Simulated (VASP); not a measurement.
The system is BAs.

```
As B
1.0
     0.00000    2.41993    2.41993
     2.41993    0.00000    2.41993
     2.41993    2.41993    0.00000
As B
1 1
Direct
  0.75000 0.75000 0.75000
  0.00000 0.00000 0.00000
```

Base run:

* Program: VASP 6.6.1
* Functional: RPBE
* Dispersion: D4
* Potentials or basis: VASP PAW PBE potentials, release 64 (As, B)
* Cutoff: 520 eV
* k mesh: 10 × 10 × 10
* Occupations: fermi-dirac, width 0.05 eV
* Spin: no spin polarisation

Its results: band gap on the k mesh 1.25 eV, indirect (least direct gap 3.23 eV); pressure -8.7 GPa.

Problem. After a change of settings the same cell gave: band gap on the k mesh 1.25 eV, indirect (least direct gap 3.23 eV); pressure 0.6 GPa. Which change was it?
A. functional from RPBE to revPBE; dispersion from D4 to D3(BJ)
B. functional from RPBE to PBE; dispersion from D4 to none
C. dispersion from D4 to none
D. functional from RPBE to PBEsol; dispersion from D4 to none

Solution. C.

Dispersion adds attraction, which lowers the pressure at fixed volume and, as a term added to the energy, leaves the levels alone.

Caveats: the PAW data sets were made with another functional, which shifts forces and pressure a little.
